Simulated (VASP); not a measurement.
A run of VASP 6.6.1 is set up as follows.

File POSCAR:

```
MgO
1.0
    0.0000000000      2.1471391277      2.2820056624
    2.1471391277      0.0000000000      2.2820056624
    2.1471391277      2.1471391277      0.0000000000
Mg O
1 1
Direct
    0.0000000000      0.0000000000      0.0000000000
    0.2500000000      0.2500000000      0.2500000000
```

INCAR.step1

```
SYSTEM = MgO
PREC     = Accurate       ! precision mode
ENCUT    = 520            ! plane-wave cutoff, eV
ISMEAR   = 0              ! smearing method
SIGMA    = 0.01           ! smearing width, eV
LREAL    = .False.        ! projectors in reciprocal space
LASPH    = .True.         ! aspherical terms in the spheres
NELM     = 60             ! most SCF steps
NBANDS   = 11             ! bands
GGA      = PE             ! functional
ALGO     = Normal         ! electronic algorithm
EDIFF    = 1E-4           ! SCF threshold, eV
LWAVE    = .True.         ! write WAVECAR
LCHARG   = .False.        ! write CHGCAR
```

The input INCAR.step2:

```
SYSTEM = MgO
PREC     = Accurate       ! precision mode
ENCUT    = 520            ! plane-wave cutoff, eV
EDIFF    = 1E-6           ! SCF threshold, eV
ISMEAR   = 0              ! smearing method
SIGMA    = 0.01           ! smearing width, eV
LREAL    = .False.        ! projectors in reciprocal space
LASPH    = .True.         ! aspherical terms in the spheres
NELM     = 60             ! most SCF steps
ALGO     = Normal         ! electronic algorithm
ISIF     = 2              ! what is computed and relaxed
LWAVE    = .False.        ! write WAVECAR
LCHARG   = .False.        ! write CHGCAR
METAGGA  = R2SCAN         ! meta-GGA
LMIXTAU  = .True.       
NBANDS   = 11             ! bands
ISTART   = 1
```

Contents of KPOINTS:

```
regular mesh
0
Gamma
  10 10 10
  0 0 0
```

Potentials or basis: VASP PAW PBE potentials, release 64 (Mg, O).

Run with:

```sh
$ cat potpaw_PBE.64/Mg/POTCAR potpaw_PBE.64/O/POTCAR > POTCAR
$ cp INCAR.step1 INCAR
$ mpirun -np 1 vasp_std > vasp.out
$ cp INCAR.step2 INCAR
$ mpirun -np 1 vasp_std > vasp.out
```

Question: Estimate the band gap on the k mesh.

Answer: 5.00 eV, indirect (least direct gap 5.03 eV).

Question: What does it give for the pressure?

Answer: 19.0 GPa.

Stress tensor (GPa, compression positive):
```
19.88  0.00  0.00
 0.00 19.88  0.00
 0.00  0.00 17.40
```

Caveat: the cell differs from its parent crystal (biaxial xy strain -5.9%); the PAW data sets were made with another functional, which shifts forces and pressure a little. A k mesh can miss the band edges.
